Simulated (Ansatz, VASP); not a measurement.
**Two plane-wave programs on RuAu**

Contents of POSCAR:

```
RuAu
1.0
    3.1648100000      0.0000000000      0.0000000000
    0.0000000000      3.1648100000      0.0000000000
    0.0000000000      0.0000000000      3.1648100000
Ru Au
1 1
Direct
    0.0000000000      0.0000000000      0.0000000000
    0.5000000000      0.5000000000      0.5000000000
```

The input INCAR.step1:

```
SYSTEM = RuAu
PREC = Accurate
ENCUT = 600
EDIFF = 1E-5
ISMEAR = -1
SIGMA = 0.05
LREAL = .FALSE.
LASPH = .TRUE.
NELM = 60
ALGO = Normal
LWAVE = .TRUE.
LCHARG = .FALSE.
GGA = PE
NBANDS = 20
```

The input INCAR.step2:

```
SYSTEM = RuAu
PREC = Accurate
ENCUT = 600
EDIFF = 1E-6
ISMEAR = -1
SIGMA = 0.05
LREAL = .FALSE.
LASPH = .TRUE.
NELM = 60
ALGO = Normal
ISIF = 3
LWAVE = .FALSE.
LCHARG = .FALSE.
GGA = PE
LHFCALC = .TRUE.
AEXX = 0.25
HFSCREEN = 0.3
PRECFOCK = Normal
IBRION = 2
NSW = 60
EDIFFG = -0.01
ISTART = 1
```

The input KPOINTS:

```
Automatic mesh
0
G
  4 4 4
  0 0 0
```

The input input.yaml:

```yaml
crystal:
  lattice:
    - [3.16481, 0.0, 0.0]
    - [0.0, 3.16481, 0.0]
    - [0.0, 0.0, 3.16481]
  atoms:
    - { symbol: Ru, position: [0.0, 0.0, 0.0] }
    - { symbol: Au, position: [0.5, 0.5, 0.5] }
hamiltonian:
  xc: { exchange: pbe, correlation: pbe, exx: { coeff: 0.25, omega: 0.3 } }
  pseudopotentials: { kind: paw }
kpoints:
  mp_grid: { grid: [4, 4, 4] }
scf:
  occupations: { method: fermi_dirac, width: 0.05 }
output:
  forces: true
  stress: true
  eigenvalues: true
  write_density: true
  write_potential: true
  elf: true
  volumetric_format: npy
relax:
  f_tol: 0.01
  max_steps: 40
  cell: { stress_tol: 0.05 }
```

Alike in both runs: task relaxation of cell and atoms; functional PBE-based screened hybrid with a share of 0.25 of exact exchange and HFSCREEN = 0.3; k mesh 4 × 4 × 4; occupations fermi-dirac, width 0.05 eV; no spin polarisation.

|  | VASP | Ansatz |
| --- | --- | --- |
| version | VASP 6.6.1 | Ansatz 0.2.0 |
| potentials or method | VASP PAW PBE potentials, release 64 (Ru_pv, Au) | Ansatz PAW |
| plane-wave cutoff (eV) | 600 | 420 |
| valence electrons in the cell | 25 | 35 |

```csv
,VASP,Ansatz,Ansatz less VASP
"gap on the k mesh at the Fermi level, each at its own relaxed structure (eV)",none,none,-
relaxed volume (Å³/atom),15.44,15.41,-0.031
relaxed length of the cell vector where the two differ most in proportion (Å),3.137,3.135,-0.0021
```

VASP's potentials were made for PBE, not for PBE-based screened hybrid. A gap of «none» marks a metal or a gap that the smearing closes. VASP's potentials hold 25 valence electrons a cell and Ansatz's 35, so a difference there can come from the potentials and not from the codes.

The k mesh is coarse, so the values compare programs but aren't converged. Spin-orbit coupling is off throughout. Noted on Ansatz's run: the plane-wave basis is chosen anew once the cell has moved, so the energies of steps on either side of that aren't comparable.
